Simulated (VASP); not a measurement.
# LiCl (I-4m2) in VASP: further runs

Aim: see how the results for LiCl move with the level of theory and the settings. Levels: PBE, r2SCAN. Tasks: single point.

Program: VASP 6.6.1. These are calculated values, not measurements. Logs are shortened: lines on timing, memory, paths and dates and some standing lists are left out, and cuts for length are marked.

## (1) The cell of the first run

The structure is tetragonal, space group I-4m2 (No. 119). Conventional cell: a = 3.962 Å, b = 3.962 Å, c = 5.264 Å, α = 90.00°, β = 90.00°, γ = 90.00°. Within 3.1 Å of Li (site symmetry -4m2) lie 4 Cl at 2.38 Å. Within 3.1 Å of Cl (site symmetry -4m2) lie 4 Li at 2.38 Å.

## (2) Single point, PBE (epitaxial xy strain +2.5%)

INCAR reads:

```
PREC = Accurate
ENCUT = 520
EDIFF = 1E-6
ISMEAR = -1
SIGMA = 0.02
LREAL = F
LASPH = T
NELM = 80
ALGO = Normal
ISIF = 2
LWAVE = F
LCHARG = F
GGA = PE
NBANDS = 12
```

KPOINTS reads:

```
Automatic mesh
0
Gamma
  8 8 8
```

POSCAR reads:

```
LiCl
1.0
    0.0000000000      2.8013686075      2.6319369790
    2.8013686075      0.0000000000      2.6319369790
    2.8013686075      2.8013686075      0.0000000000
Li Cl
1 1
Direct
    0.0000000000      0.0000000000      0.0000000000
    0.2500000000      0.2500000000      0.2500000000
```

Potentials or basis: VASP PAW PBE potentials, release 64 (Li_sv, Cl).

Launch:

```
> cat potpaw_PBE.64/Li_sv/POTCAR potpaw_PBE.64/Cl/POTCAR > POTCAR
> mpirun -np 1 vasp_std > vasp.out
```

OUTCAR:

```text
PREC = Accurate
   ENCUT = 520
   EDIFF = 1E-6
   ISMEAR = -1
   LREAL = F
   LASPH = T
   NELM = 80
   ISIF = 2
   GGA = PE

 ion  position               nearest neighbor table
   1  0.000  0.000  0.000-   2 2.38   2 2.38   2 2.38   2 2.38
   2  0.250  0.250  0.250-   1 2.38   1 2.38   1 2.38   1 2.38

  LATTYP: Found a body centered tetragonal cell.
 ALAT       =     3.9617334779
 C/A-ratio  =     1.3286794751

  Lattice vectors:

 A1 = (   0.0000000000,  -2.8013686075,  -2.6319369790)
 A2 = (   0.0000000000,   2.8013686075,  -2.6319369790)
 A3 = (   2.8013686075,   0.0000000000,   2.6319369790)

Analysis of symmetry for initial positions (statically):
=====================================================================
 Subroutine PRICEL returns:
 Original cell was already a primitive cell.

 Routine SETGRP: Setting up the symmetry group for a
 body centered tetragonal supercell.

 Subroutine GETGRP returns: Found  8 space group operations
 (whereof  8 operations were pure point group operations)
 out of a pool of 16 trial point group operations.

The static configuration has the point symmetry D_2d.

Analysis of symmetry for dynamics (positions and initial velocities):
=====================================================================
 Subroutine PRICEL returns:
 Original cell was already a primitive cell.

 Routine SETGRP: Setting up the symmetry group for a
 body centered tetragonal supercell.

 Subroutine GETGRP returns: Found  8 space group operations
 (whereof  8 operations were pure point group operations)
 out of a pool of 16 trial point group operations.

The dynamic configuration has the point symmetry D_2d.

 Subroutine INISYM returns: Found  8 space group operations
 (whereof  8 operations are pure point group operations),
 and found     1 'primitive' translations

----------------------------------------------------------------------------------------

                                     Primitive cell

  volume of cell :      41.3091

  direct lattice vectors                    reciprocal lattice vectors
     0.000000000  2.801368608  2.631936979    -0.178484188  0.178484188  0.189974154
     2.801368608  0.000000000  2.631936979     0.178484188 -0.178484188  0.189974154
     2.801368608  2.801368608  0.000000000     0.178484188  0.178484188 -0.189974154

  length of vectors
     3.843794783  3.843794783  3.961733478     0.315916745  0.315916745  0.315916745

  position of ions in fractional coordinates (direct lattice)
     0.000000000  0.000000000  0.000000000
     0.250000000  0.250000000  0.250000000

  ion indices of the primitive-cell ions
   primitive index   ion index
                 1           1
                 2           2

----------------------------------------------------------------------------------------

 KPOINTS: Automatic mesh

Automatic generation of k-mesh.
 Grid dimensions read from file:
 generate k-points for:    8    8    8

 Generating k-lattice:

  Cartesian coordinates                     Fractional coordinates (reciprocal lattice)
    -0.022310523  0.022310523  0.023746769     0.125000000  0.000000000  0.000000000
     0.022310523 -0.022310523  0.023746769     0.000000000  0.125000000  0.000000000
     0.022310523  0.022310523 -0.023746769     0.000000000  0.000000000  0.125000000

  Length of vectors
     0.039489593  0.039489593  0.039489593

  Shift w.r.t. Gamma in fractional coordinates (k-lattice)
     0.000000000  0.000000000  0.000000000

 Subroutine IBZKPT returns following result:
 ===========================================

 Found     59 irreducible k-points:

 Following reciprocal coordinates:
            Coordinates               Weight
  0.000000  0.000000  0.000000      1.000000
  0.125000  0.000000  0.000000      8.000000
  0.250000  0.000000  0.000000      8.000000
  0.375000  0.000000  0.000000      8.000000
  0.500000  0.000000  0.000000      4.000000
  0.125000  0.125000  0.000000      2.000000
[... 16 lines left out ...]
  0.250000  0.000000  0.125000     16.000000
  0.375000  0.000000  0.125000     16.000000
 [... further k-points ...]
   k-points           NKPTS =     59   k-points in BZ     NKDIM =     59   number of bands    NBANDS=     12
   number of dos      NEDOS =    301   number of ions     NIONS =      2
   total plane-waves  NPLWV =  27000
   dimension x,y,z NGX =    30 NGY =   30 NGZ =   30
   dimension x,y,z NGXF=    60 NGYF=   60 NGZF=   60
   ions per type =               1   1
   NGX,Y,Z   is equivalent  to a cutoff of  12.98, 12.98, 12.59 a.u.
   NGXF,Y,Z  is equivalent  to a cutoff of  25.95, 25.95, 25.18 a.u.
 SYSTEM =  unknown system
   PREC   = accura    normal or accurate (medium, high low for compatibility)
   ISTART =      0    job   : 0-new  1-cont  2-samecut
   ICHARG =      2    charge: 1-file 2-atom 10-const
   ISPIN  =      1    spin polarized calculation?
   LNONCOLLINEAR =      F non collinear calculations
   LSORBIT =      F    spin-orbit coupling
   LASPH  =      T    aspherical Exc in radial PAW
   ENCUT  =  520.0 eV  38.22 Ry    6.18 a.u.   7.15  7.15  7.37*2*pi/ulx,y,z
   NELM   =     80;   NELMIN=  2; NELMDL= -5     # of ELM steps
   EDIFF  = 0.1E-05   stopping-criterion for ELM
   LREAL  =      F    real-space projection
   EDIFFG = 0.1E-04   stopping-criterion for IOM
   NSW    =      0    number of steps for IOM
   IBRION =     -1    ionic relax: 0-MD 1-quasi-New 2-CG
   NFREE  =      0    steps in history (QN), initial steepest desc. (CG)
   ISIF   =      2    stress and relaxation
   ISYM   =      2    0-nonsym 1-usesym 2-fastsym
   POTIM  = 0.5000    time-step for ionic-motion
   TEBEG  =    0.0;   TEEND  =   0.0 temperature during run
   PSTRESS=    0.0 pullay stress
   NELECT =      10.0000    total number of electrons
   NUPDOWN=      -1.0000    fix difference up-down
   EMIN   =  10.00;   EMAX   =-10.00  energy-range for DOS
   EFERMI =   0.00;   METHOD = LEGACY
   ISMEAR =    -1;   SIGMA  =   0.02  broadening in eV -4-tet -1-fermi 0-gaus
   EFERMI_NEDOS =   21; number of points for ismear=-14 and -15
   IALGO  =     38    algorithm
   IMIX   =      4    mixing-type and parameters
     AMIX     =   0.40;   BMIX     =  1.00
     AMIX_MAG =   1.60;   BMIX_MAG =  1.00
  volume/ion in A,a.u.               =      20.65       139.38
  Fermi-wavevector in a.u.,A,eV,Ry     =   1.020296  1.928080 14.163717  1.041004
  Thomas-Fermi vector in A             =   2.153858
   LORBIT       =      0    0 simple, 1 ext, 2 COOP (PROOUT), +10 PAW based schemes
   GGA     = PE    functional components
   LHFCALC =     F    Hartree Fock is set to
   AEXX    =    0.0000 exact exchange contribution
   IVDW    =     0    specifies the selected vdW correction
   LEPSILON=     F    determine dielectric tensor
   LRPA    =     F    only Hartree local field effects (RPA)
 non-spin polarized calculation
  energy-cutoff  :      520.00
  volume of cell :       41.31
 maximum number of plane-waves:      1138
 NGX is ok and might be reduce to    30
   NGX = 15   NGY = 15   NGZ = 15

 number of electron      10.0000008 magnetization

 Free energy of the ion-electron system (eV)
  ---------------------------------------------------
  ext. energy  EPLUGINS =         0.00000000
  ---------------------------------------------------
  free energy    TOTEN  =        -7.42404272 eV

  energy without entropy =       -7.42404272  energy(sigma->0) =       -7.42404272

 E-fermi :  -0.6480     XC(G=0):  -7.6834

 val. band max:       -1.1372933516   @ k =   0.0000   0.0000   0.0000
 cond. band min:       4.8046200715   @ k =   0.0000   0.0000   0.0000
 fundamental gap:      5.9419134231
 Fermi energy:        -0.6480435487

 k-point     1 :       0.0000    0.0000    0.0000
  band No.  band energies     occupation
      1     -44.0824      2.00000
      2     -13.9117      2.00000
      3      -1.2346      2.00000
      4      -1.2346      2.00000
      5      -1.1373      2.00000
      6       4.8046      0.00000
      7       8.9532      0.00000
      8       8.9532      0.00000
      9       9.0352      0.00000
     10      12.8053      0.00000
     11      13.6974      0.00000
     12      15.9990      0.00000

 k-point     2 :       0.1250    0.0000    0.0000
  band No.  band energies     occupation
      1     -44.0822      2.00000
      2     -13.8718      2.00000
      3      -1.5694      2.00000
      4      -1.2912      2.00000
      5      -1.2014      2.00000
      6       5.2111      0.00000
      7       9.0426      0.00000
      8       9.0987      0.00000
      9       9.2191      0.00000
     10      12.4109      0.00000
     11      13.0990      0.00000
     12      15.5372      0.00000

 k-point     3 :       0.2500    0.0000    0.0000
  band No.  band energies     occupation
      1     -44.0817      2.00000
      2     -13.7721      2.00000
      3      -2.3168      2.00000
      4      -1.4214      2.00000
      5      -1.2827      2.00000
      6       6.0733      0.00000
      7       9.1529      0.00000
      8       9.1951      0.00000
      9       9.5928      0.00000
     10      12.4724      0.00000
     11      12.7508      0.00000
     12      14.9844      0.00000

 k-point     4 :       0.3750    0.0000    0.0000
  band No.  band energies     occupation
      1     -44.0812      2.00000
      2     -13.6674      2.00000
      3      -2.9547      2.00000
      4      -1.5437      2.00000
      5      -1.3566      2.00000
      6       6.8258      0.00000
      7       8.9913      0.00000
      8       9.2593      0.00000
      9       9.6680      0.00000
     10      13.5229      0.00000
     11      13.7104      0.00000
     12      15.0337      0.00000

 k-point     5 :       0.5000    0.0000    0.0000
  band No.  band energies     occupation
      1     -44.0809      2.00000
      2     -13.6225      2.00000
      3      -3.1973      2.00000
      4      -1.5923      2.00000
      5      -1.3859      2.00000
      6       7.1001      0.00000
      7       8.8671      0.00000
      8       9.4493      0.00000
      9       9.5083      0.00000
     10      14.4970      0.00000
     11      15.1380      0.00000
     12      15.3101      0.00000
[... 228 lines left out ...]
      1     -44.0804      2.00000
      2     -13.4905      2.00000
      3      -2.7268      2.00000
      4      -2.1692      2.00000
      5      -2.1692      2.00000
      6       5.3901      0.00000
      7       8.2434      0.00000
      8      12.5249      0.00000
      9      12.5249      0.00000
     10      12.7016      0.00000
     11      15.5911      0.00000
     12      15.8009      0.00000

 k-point    22 :       0.1250    0.0000    0.1250
  band No.  band energies     occupation
      1     -44.0821      2.00000
      2     -13.8618      2.00000
      3      -1.5587      2.00000
      4      -1.3465      2.00000
      5      -1.2756      2.00000
      6       5.2953      0.00000
      7       8.9340      0.00000
      8       9.2678      0.00000
      9       9.4424      0.00000
     10      11.4632      0.00000
     11      13.6510      0.00000
     12      16.5633      0.00000

 k-point    23 :       0.2500    0.0000    0.1250
  band No.  band energies     occupation
      1     -44.0817      2.00000
      2     -13.7846      2.00000
      3      -2.0934      2.00000
      4      -1.4632      2.00000
      5      -1.3890      2.00000
      6       5.9342      0.00000
      7       9.0899      0.00000
      8       9.3361      0.00000
      9       9.7800      0.00000
     10      11.1914      0.00000
     11      13.6250      0.00000
     12      16.1781      0.00000

 k-point    24 :       0.3750    0.0000    0.1250
  band No.  band energies     occupation
      1     -44.0812      2.00000
      2     -13.6812      2.00000
      3      -2.7238      2.00000
      4      -1.6085      2.00000
      5      -1.4835      2.00000
      6       6.7572      0.00000
      7       8.7054      0.00000
      8       9.4793      0.00000
      9       9.9657      0.00000
     10      12.3057      0.00000
     11      14.1812      0.00000
     12      15.6356      0.00000

 [... further k-points ...]
[... 5 lines left out ...]
  --------------------------------------------------------------------------------------
  -------------------------------------------------------------------------------------
  Total        0.0275832      0.0275832      0.1516410      0.0000000     -0.0000000     -0.0000000
  in kB        1.0698159      1.0698159      5.8814052      0.0000000     -0.0000000     -0.0000000
  external PRESSURE =       2.6736790 kB  Pullay stress =       0.0000000 kB

 VOLUME and BASIS-vectors are now :
 -----------------------------------------------------------------------------
  energy-cutoff  :      520.00
  volume of cell :       41.31
      direct lattice vectors                 reciprocal lattice vectors
     0.000000000  2.801368608  2.631936979    -0.178484188  0.178484188  0.189974154
     2.801368608  0.000000000  2.631936979     0.178484188 -0.178484188  0.189974154
     2.801368608  2.801368608  0.000000000     0.178484188  0.178484188 -0.189974154

 POSITION                                       TOTAL-FORCE (eV/Angst)
 -----------------------------------------------------------------------------------
      0.00000      0.00000      0.00000        -0.000000     -0.000000      0.000000
      1.40068      1.40068      1.31597         0.000000      0.000000      0.000000
 -----------------------------------------------------------------------------------
    total drift:                                0.000000      0.000000     -0.000000

  FREE ENERGIE OF THE ION-ELECTRON SYSTEM (eV)
  ---------------------------------------------------
  free  energy   TOTEN  =        -7.4240427219 eV

  energy  without entropy=       -7.4240427219  energy(sigma->0) =       -7.42404272
```

Run time: 19 s. Hardware: 1 thread of AMD EPYC 9R14 (Zen 4), shared host; peak memory 0.14 GiB.

Results:

- Free energy: -7.4240 eV
- Band gap on the k mesh: 5.94 eV, direct

Caveat: the cell differs from its parent crystal (epitaxial xy strain +2.5%); the cutoff is under 1.25 times the usual one of these potentials, so pressure, stress and relaxed cells hold a basis-set (Pulay) error.

(Continued in part 2 of 2.)
